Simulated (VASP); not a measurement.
A run of VASP 6.6.1 is set up as follows.

Contents of INCAR:

```
  ALGO = Normal
  EDIFF = 1E-6
  ENCUT = 520
  GGA = PE
  ISIF = 2
  ISMEAR = 0
  LASPH = T
  LCHARG = F
  LREAL = F
  LWAVE = F
  NBANDS = 26
  NELM = 100
  PREC = Accurate
  SIGMA = 0.05
```

The input KPOINTS:

```
k-points
0
Gamma
  9 9 4
```

The input POSCAR:

```
MgO
1.0
    3.3237231229      0.0000000000      0.0000000000
   -1.6618615615      2.8784286595      0.0000000000
    0.0000000000      0.0000000000     10.6523399083
Mg O
4 4
Direct
    0.3333333333      0.6666666667      0.9694906392
    0.0000000000      0.0000000000      0.2208211786
    0.0000000000      0.0000000000      0.7208211786
    0.6666666667      0.3333333333      0.4694906392
    0.3333333333      0.6666666667      0.7800420079
    0.0000000000      0.0000000000      0.5296443544
    0.0000000000      0.0000000000      0.0296443544
    0.6666666667      0.3333333333      0.2800420079
```

Potentials or basis: VASP PAW PBE potentials, release 64 (Mg, O).

Command:

```bash
$ cat potpaw_PBE.64/Mg/POTCAR potpaw_PBE.64/O/POTCAR > POTCAR
$ mpirun -np 1 vasp_std > vasp.out
```

**Question.** Predict the band gap on the k mesh.

**Answer.** 3.23 eV, direct.

**Question.** What does it give for the pressure?

**Answer.** -4.6 GPa.

Forces on the atoms (eV/Å):
```
Mg   0.000  0.000 -0.014
Mg   0.000  0.000 -0.004
Mg   0.000  0.000 -0.004
Mg   0.000  0.000 -0.014
O    0.000  0.000  0.016
O    0.000  0.000  0.003
O    0.000  0.000  0.003
O    0.000  0.000  0.016
```

 A k mesh can miss the band edges.
